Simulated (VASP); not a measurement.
The system is NaV.

```xyz
2
Lattice="1.4350 0.8285 4.5707 -1.4350 0.8285 4.5707 0.0000 -1.6570 4.5707" Properties=species:S:1:pos:R:3 pbc="T T T"
Na    0.0000    0.0000    0.0000
V     0.0000    0.0000    6.8560
```

| Property | Result |
| --- | --- |
| Program | VASP 6.6.1 |
| Task | relaxation of cell and atoms |
| Functional | PBE |
| Potentials or basis | VASP PAW PBE potentials, release 64 (Na_pv, V_sv) |
| Cutoff | 600 eV |
| k mesh | 6 × 6 × 6 |
| Occupations | gaussian, width 0.1 eV |
| Spin | collinear spin, ferromagnetic start |
| Starting moments | [0.0, 1.72] μB |

At the start: pressure 12.4 GPa; volume 16.30 Å³/atom.

Where does the relaxation end?

Over 8 steps the energy falls by 335.6 meV/atom and the volume is 19.34 Å³/atom (+18.6 %); space group R-3m (No. 166, to 0.1 Å) before and after; moment 2.00 μB per cell.

Step by step:
```csv
step,energy change (eV),largest force (eV/Å),pressure (GPa),volume (Å³)
1,0.0000,0.0000,12.36,32.60
2,-0.5956,0.0000,0.03,38.66
3,-0.6308,0.0000,-1.99,40.49
4,-0.6321,0.0000,-2.37,40.95
5,-0.6684,0.0000,-1.00,39.35
6,-0.6706,0.0000,-0.47,38.93
7,-0.6707,0.0000,-0.24,38.88
8,-0.6712,0.0000,-0.11,38.67
```

Final structure:
```xyz
2
Lattice="1.4085 0.8132 5.6273 -1.4085 0.8132 5.6273 0.0000 -1.6264 5.6273" Properties=species:S:1:pos:R:3 pbc="T T T"
Na    0.0000   -1.6264    5.6273
V     0.0000    0.0000    8.4409
```

Caveat: the k points lie up to 0.43 Å⁻¹ apart in the final cell, too coarse for converged energies and pressures of a metal; the volume moved by over 15 % at a fixed basis, so the end points are rough.
